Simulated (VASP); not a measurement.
Write the native input for VASP 6.6.1 that does the following.

```yaml
Task: single point
Functional: PBE
Potentials_or_basis: VASP PAW PBE potentials, release 64 (Sb, H, P)
Cutoff: 520 eV
k_mesh: 12 × 12 × 8
Occupations: gaussian, width 0.1 eV
Spin: no spin polarisation
Dipole_correction: no
Further_INCAR_settings: ALGO = Normal; EDIFF = 1e-06; NBANDS = 22
```

The structure of Sb2P3H lies in POSCAR:

```
Sb2P3H
1.0
    5.1225684459      0.0000000000      0.0000000000
   -2.5612842230      4.4362744068      0.0000000000
    0.0000000000      0.0000000000      5.3783783720
Sb H P
2 1 3
Direct
    0.3333333333      0.6666666667      0.0000000000
    0.6666666667      0.3333333333      0.0000000000
    0.0000000000      0.0000000000      0.5000000000
    0.5000000000      0.0000000000      0.5000000000
    0.0000000000      0.5000000000      0.5000000000
    0.5000000000      0.5000000000      0.5000000000
```

The input as run:

INCAR

```
SYSTEM = Sb2P3H
ALGO = Normal ; EDIFF = 1E-6
ENCUT = 520 ; GGA = PE
ISIF = 2 ; ISMEAR = 0
LASPH = .TRUE. ; LCHARG = .TRUE.
LELF = .TRUE. ; LREAL = .FALSE.
LVHAR = .TRUE. ; LWAVE = .FALSE.
NBANDS = 22 ; NELM = 80
PREC = Accurate ; SIGMA = 0.1
```

KPOINTS

```
k-points
0
G
  12 12 8
  0 0 0
```

Potentials or basis: VASP PAW PBE potentials, release 64 (Sb, H, P).

Command:

```bash
$ cat potpaw_PBE.64/Sb/POTCAR potpaw_PBE.64/H/POTCAR potpaw_PBE.64/P/POTCAR > POTCAR
$ mpirun -np 1 vasp_std > vasp.out
```

Results of the run:

* Pressure: -0.1 GPa
* Band gap on the k mesh: zero (band 13 reaches 7.64 eV, above the bottom of band 14 at 5.72 eV)

Caveat: spin-orbit coupling is left out, which moves the levels of the heavy elements.

It took 4 min on 1 thread of Oxide Virtual Turin-like Processor (shared host), peak memory 0.36 GiB.
